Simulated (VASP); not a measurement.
The system is Zn.

```
Zn
1.0
    -1.56085    1.56085    1.56085
     1.56085   -1.56085    1.56085
     1.56085    1.56085   -1.56085
Zn
1
Direct
  0.00000 0.00000 0.00000
```

This isn't the form of Zn at room conditions, which is hcp.

- Program: VASP 6.6.1
- Task: relaxation of cell and atoms
- Functional: RPBE
- Potentials or basis: VASP PAW PBE potentials, release 64 (Zn)
- Cutoff: 600 eV
- k mesh: 14 × 14 × 14
- Occupations: fermi-dirac, width 0.1 eV
- Spin: no spin polarisation

At the start: pressure 3.9 GPa; volume 15.21 Å³/atom.

Task: How do energy, volume and symmetry change on relaxing?

Result: Over 3 steps the energy falls by 10.8 meV/atom and the volume is 16.18 Å³/atom (+6.3 %); space group Im-3m (No. 229, to 0.1 Å) before and after.

Step by step:
```csv
step,energy change (eV),largest force (eV/Å),pressure (GPa),volume (Å³)
1,0.0000,0.0000,3.91,15.21
2,-0.0106,0.0000,0.42,16.04
3,-0.0108,0.0000,-0.05,16.18
```

Final structure:
```cif
data_structure
_symmetry_space_group_name_H-M 'P 1'
_symmetry_Int_Tables_number 1
_cell_length_a 2.7595
_cell_length_b 2.7595
_cell_length_c 2.7595
_cell_angle_alpha 109.471
_cell_angle_beta 109.471
_cell_angle_gamma 109.471
_cell_volume 16.18
loop_
_atom_site_label
_atom_site_type_symbol
_atom_site_fract_x
_atom_site_fract_y
_atom_site_fract_z
_atom_site_occupancy
Zn1 Zn 0.00000 0.00000 0.00000 1
```

Caveat: the PAW data sets were made with another functional, which shifts forces and pressure a little.
